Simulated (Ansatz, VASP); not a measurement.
BN in VASP and in Ansatz

The input POSCAR:

```
BN
1.0
    2.4883437615      0.0000000000      0.0000000000
   -1.2441718807      2.1549689108      0.0000000000
    0.0000000000      0.0000000000      6.4954828762
B N
2 2
Direct
    0.3333333335      0.6666666667      0.2500000000
    0.6666666667      0.3333333332      0.7499999999
    0.3333333335      0.6666666667      0.7499999999
    0.6666666667      0.3333333332      0.2500000000
```

File INCAR.step1:

```
SYSTEM = BN
PREC     = Accurate       ! precision mode
ENCUT    = 520            ! plane-wave cutoff, eV
ISMEAR   = -1             ! smearing method
SIGMA    = 0.01           ! smearing width, eV
LREAL    = .False.        ! projectors in reciprocal space
LASPH    = .True.         ! aspherical terms in the spheres
NELM     = 80             ! most SCF steps
NBANDS   = 16             ! bands
GGA      = PE             ! functional
ALGO     = Normal         ! electronic algorithm
EDIFF    = 1E-4           ! SCF threshold, eV
LWAVE    = .True.         ! write WAVECAR
LCHARG   = .False.        ! write CHGCAR
```

File INCAR.step2:

```
SYSTEM = BN
PREC     = Accurate       ! precision mode
ENCUT    = 520            ! plane-wave cutoff, eV
EDIFF    = 1E-6           ! SCF threshold, eV
ISMEAR   = -1             ! smearing method
SIGMA    = 0.01           ! smearing width, eV
LREAL    = .False.        ! projectors in reciprocal space
LASPH    = .True.         ! aspherical terms in the spheres
NELM     = 80             ! most SCF steps
ALGO     = Normal         ! electronic algorithm
ISIF     = 2              ! what is computed and relaxed
LWAVE    = .False.        ! write WAVECAR
LCHARG   = .False.        ! write CHGCAR
METAGGA  = R2SCAN         ! meta-GGA
LMIXTAU  = .True.       
NBANDS   = 16             ! bands
ISTART   = 1
```

File KPOINTS:

```
regular mesh
0
Gamma
  13 13 5
  0 0 0
```

Input for Ansatz:

```yaml
crystal:
  lattice:
    - [2.4883437615, 0.0, 0.0]
    - [-1.2441718807, 2.1549689108, 0.0]
    - [0.0, 0.0, 6.4954828762]
  atoms:
    - { symbol: B, position: [0.3333333335, 0.6666666667, 0.25] }
    - { symbol: B, position: [0.6666666667, 0.3333333332, 0.7499999999] }
    - { symbol: "N", position: [0.3333333335, 0.6666666667, 0.7499999999] }
    - { symbol: "N", position: [0.6666666667, 0.3333333332, 0.25] }
basis:
  ecutwfc: 500.0
  ecutrho_ratio: 4
  xc_grid: 2
  precision: f64
hamiltonian:
  xc: r2scan
  pseudopotentials: { kind: paw, azcp: { folder: soft_1 } }
scf:
  max_iter: 100
  self_checks: high
  occupations: { method: fermi_dirac, width: 0.01 }
kpoints:
  mp_grid: { grid: [13, 13, 5] }
  band_path: { path: [VBM, CBM], npoints: 1 }
checkpoint:
  write: "../edges.r2scan.run"
  compress: false
  write_wavefunctions: true
  write_every: 100000
```

Alike in both runs: task single point; functional r2SCAN; k mesh 13 × 13 × 5; occupations fermi-dirac, width 0.01 eV; no spin polarisation.

|  | VASP | Ansatz |
| --- | --- | --- |
| version | VASP 6.6.1 | Ansatz 0.2.0 |
| potentials or method | VASP PAW PBE potentials, release 64 (B, N), cutoff 520 eV | plane-wave PAW DFT |
| valence electrons in the cell | 16 | 16 |

Ansatz gave:

| Quantity | Value |
| --- | --- |
| gap on the k mesh at the Fermi level (eV) | 4.86 |

**Question.** What did VASP give for the same quantities?

**Answer.** gap on the k mesh at the Fermi level (eV): 4.90.

VASP's potentials were made for PBE, not for r2SCAN.
